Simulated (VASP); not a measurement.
Here is a VASP 6.6.1 calculation.

INCAR

```
PREC = Accurate
ENCUT = 520
EDIFF = 1E-8
ISMEAR = -1
SIGMA = 0.05
LREAL = False
LASPH = True
NELM = 100
ALGO = Normal
ISIF = 2
LWAVE = False
LCHARG = False
GGA = CA
LEFG = True
NBANDS = 16
```

File KPOINTS:

```
regular mesh
0
Gamma
  8 8 8
```

File POSCAR:

```
Te
1.0
    4.3171426514     -2.4177059245      0.0000000000
    4.3171426514      2.4177059245      0.0000000000
   -0.1330084927      0.0000000000      4.0349648028
Te
3
Direct
    0.6760000000      0.6760000000      0.6750000000
    0.3240000000      0.3240000000      0.3250000000
    0.0000000000      0.0000000000      0.0000000000
```

Potentials or basis: VASP PAW LDA potentials, release 64 (Te).

Launch:

```bash
$ cat potpaw_LDA.64/Te/POTCAR > POTCAR
$ mpirun -np 1 vasp_std > vasp.out
```

**Question.** Estimate the largest force.

**Answer.** 0.315 eV/Å.

**Question.** Predict the pressure.

**Answer.** 0.4 GPa.

**Question.** Predict the band gap on the k mesh.

**Answer.** Zero (bands 9 and 10 overlap by 3.07 eV).

Stress tensor (GPa, compression positive):
```
-0.88  0.00  0.90
 0.00 -0.70  0.00
 0.90  0.00  2.77
```

Caveat: without QUAD_EFG the Cq values of the log hold for a quadrupole moment of 1 mb, not for the nuclei; spin-orbit coupling is left out, which moves the levels of the heavy elements.
